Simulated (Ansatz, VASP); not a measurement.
# C in VASP and in Ansatz

INCAR

```
SYSTEM = C
ALGO = Normal
EDIFF = 1E-6
ENCUT = 520
GGA = CA
ISIF = 2
ISMEAR = -1
LASPH = .TRUE.
LCHARG = .FALSE.
LREAL = .FALSE.
LWAVE = .FALSE.
NBANDS = 16
NELM = 80
PREC = Accurate
SIGMA = 0.05
```

The input KPOINTS:

```
k-points
0
G
  12 12 4
  0 0 0
```

The input POSCAR:

```
C
1.0
    1.2198057890     -2.1127858072      0.0000000000
    1.2198057890      2.1127858072      0.0000000000
    0.0000000000      0.0000000000      7.1251235727
C
4
Direct
    0.9166205400      0.0833794600      0.7531376000
    0.4166205400      0.5833794600      0.2468624000
    0.0833794600      0.9166205400      0.2468624000
    0.5833794600      0.4166205400      0.7531376000
```

File input.yaml:

```yaml
crystal:
  lattice:
    - [1.219805789, -2.1127858072, 0.0]
    - [1.219805789, 2.1127858072, 0.0]
    - [0.0, 0.0, 7.1251235727]
  atoms:
    - { symbol: C, position: [0.91662054, 0.08337946, 0.7531376] }
    - { symbol: C, position: [0.41662054, 0.58337946, 0.2468624] }
    - { symbol: C, position: [0.08337946, 0.91662054, 0.2468624] }
    - { symbol: C, position: [0.58337946, 0.41662054, 0.7531376] }
hamiltonian:
  xc: lda
  pseudopotentials: { kind: paw }
kpoints:
  mp_grid: { grid: [12, 12, 4] }
scf:
  occupations: { method: fermi_dirac, width: 0.05 }
output:
  forces: true
  stress: true
  eigenvalues: true
  write_density: true
  write_potential: true
  elf: true
  volumetric_format: npy
```

Alike in both runs: task single point; functional LDA; k mesh 12 × 12 × 4; occupations fermi-dirac, width 0.05 eV; no spin polarisation.

|  | VASP | Ansatz |
| --- | --- | --- |
| version | VASP 6.6.1 | Ansatz 0.2.0 |
| potentials or method | VASP PAW LDA potentials, release 64 (C) | Ansatz PAW |
| plane-wave cutoff (eV) | 520 | 420 |
| valence electrons in the cell | 16 | 16 |

Ansatz gave:

* gap on the k mesh at the Fermi level (eV): 0.03
* least direct gap on the mesh (eV): 0.03
* pressure (GPa): 1.5
* traceless stress, the component that is largest in VASP (GPa): -2.67
* rms of the force components (eV/Å): 0.015

Q: Which values does VASP return?

A: gap on the k mesh at the Fermi level (eV): 0.03; least direct gap on the mesh (eV): 0.03; pressure (GPa): 2.2; traceless stress, the component that is largest in VASP (GPa): -3.56; rms of the force components (eV/Å): 0.015.

LDA's correlation is that of Perdew and Zunger in VASP and of Perdew and Wang (1992) in Ansatz. Atom by atom the forces differ by 0.000 eV/Å (rms over components).
